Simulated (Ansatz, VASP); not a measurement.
**Pd: VASP beside Ansatz**

The input INCAR:

```
SYSTEM = Pd
PREC = Accurate ; ENCUT = 520
EDIFF = 1E-6 ; ISMEAR = -1
SIGMA = 0.05 ; LREAL = .False.
LASPH = .True. ; NELM = 150
ALGO = Normal ; ISIF = 2
LWAVE = .False. ; LCHARG = .False.
ISPIN = 2 ; MAGMOM = 0.5 -0.5
LORBIT = 11 ; LMAXMIX = 4
GGA = B5 ; ALDAX = 1.0
AGGAX = 1.0 ; AGGAC = 1.0
ALDAC = 0.0 ; NBANDS = 21
```

KPOINTS

```
regular mesh
0
Gamma
  16 16 16
  0 0 0
```

The input POSCAR:

```
Pd
1.0
    3.3275646139      0.0000000000      0.0000000000
    0.0000000000      3.3275646139      0.0000000000
    0.0000000000      0.0000000000      3.3275646139
Pd
2
Direct
    0.0000000000      0.0000000000      0.0000000000
    0.5000000000      0.5000000000      0.5000000000
```

Input for Ansatz:

```yaml
crystal:
  lattice:
    - [3.3275646139, 0.0, 0.0]
    - [0.0, 3.3275646139, 0.0]
    - [0.0, 0.0, 3.3275646139]
  atoms:
    - { symbol: Pd, position: [0.0, 0.0, 0.0], spin: 0.5 }
    - { symbol: Pd, position: [0.5, 0.5, 0.5], spin: -0.5 }
hamiltonian:
  xc: blyp
  pseudopotentials:
    kind: paw
    azcp:
      Pd: "pseudopotentials/Pd.paw.azcp"
basis:
  ecutwfc: 420
  fft_grid_basis: typed
kpoints:
  mp_grid: { grid: [16, 16, 16], shift: [0, 0, 0] }
magnetization:
  spin_polarized: true
scf:
  occupations: { method: fermi_dirac, width: 0.05 }
output:
  stress: true
```

Alike in both runs: task single point; functional BLYP; k mesh 16 × 16 × 16; occupations fermi-dirac, width 0.05 eV; collinear spin.

|  | VASP | Ansatz |
| --- | --- | --- |
| version | VASP 6.6.1 | Ansatz 0.2.0 |
| potentials or method | VASP PAW PBE potentials, release 64 (Pd), cutoff 520 eV | plane waves (420 eV) with PAW, scalar-relativistic |
| valence electrons in the cell | 20 | 36 |

|  | VASP | Ansatz | Ansatz less VASP |
| --- | --- | --- | --- |
| pressure (GPa) | -10.6 | -10.8 | -0.18 |
| net moment per atom (μB) | 0.00 | 0.00 | 0.000 |

VASP's potentials were made for PBE, not for BLYP. VASP's potentials hold 20 valence electrons a cell and Ansatz's 36, so a difference there can come from the potentials and not from the codes. Ansatz's warnings: seeded moment not kept.
